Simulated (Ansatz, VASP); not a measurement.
CdTe: VASP beside Ansatz

File INCAR:

```
SYSTEM = CdTe
PREC = Accurate
ENCUT = 520
EDIFF = 1E-6
ISMEAR = 0
SIGMA = 0.05
LREAL = .FALSE.
LASPH = .TRUE.
NELM = 60
ALGO = Normal
ISIF = 2
LWAVE = .FALSE.
LCHARG = .TRUE.
GGA = PE
LELF = .TRUE.
LVHAR = .TRUE.
NBANDS = 16
```

File KPOINTS:

```
Automatic mesh
0
G
  8 8 8
  0 0 0
```

The input POSCAR:

```
CdTe
1.0
    0.0000000000      3.3011500000      3.1569250000
    3.3011500000      0.0000000000      3.1569250000
    3.3011500000      3.3011500000      0.0000000000
Cd Te
1 1
Direct
    0.0000000000      0.0000000000      0.0000000000
    0.7500000000      0.7500000000      0.7500000000
```

Input for Ansatz:

```yaml
crystal:
  lattice:
    - [0.0, 3.30115, 3.156925]
    - [3.30115, 0.0, 3.156925]
    - [3.30115, 3.30115, 0.0]
  atoms:
    - { symbol: Cd, position: [0.0, 0.0, 0.0] }
    - { symbol: Te, position: [0.75, 0.75, 0.75] }
basis:
  ecutwfc: 420
kpoints:
  mp_grid: { grid: [8, 8, 8] }
hamiltonian:
  xc: pbe
scf:
  occupations: { method: gaussian, width: 0.05 }
output:
  forces: true
  stress: true
  eigenvalues: true
```

Change from the starting cell: strain +0.030 along x and y, -0.015 along z, atoms carried along.

Alike in both runs: task single point; functional PBE; k mesh 8 × 8 × 8; occupations gaussian, width 0.05 eV; no spin polarisation.

|  | VASP | Ansatz |
| --- | --- | --- |
| version | VASP 6.6.1 | Ansatz 0.2.0 |
| potentials or method | VASP PAW PBE potentials, release 64 (Cd, Te), cutoff 520 eV | scalar-relativistic, plane waves, PAW |
| valence electrons in the cell | 18 | 36 |

Ansatz gave:

```
gap on the k mesh at the Fermi level (eV)                     : 0.65
least direct gap on the mesh (eV)                             : 0.65
pressure (GPa)                                                : 2.0
traceless stress, the component that is largest in VASP (GPa) : 0.40
```

**Question.** Estimate VASP's values.

**Answer.** gap on the k mesh at the Fermi level (eV): 0.64; least direct gap on the mesh (eV): 0.64; pressure (GPa): 2.2; traceless stress, the component that is largest in VASP (GPa): 0.40.

VASP's potentials hold 18 valence electrons a cell and Ansatz's 36, so a difference there can come from the potentials and not from the codes.

Neither program's run includes spin-orbit coupling.
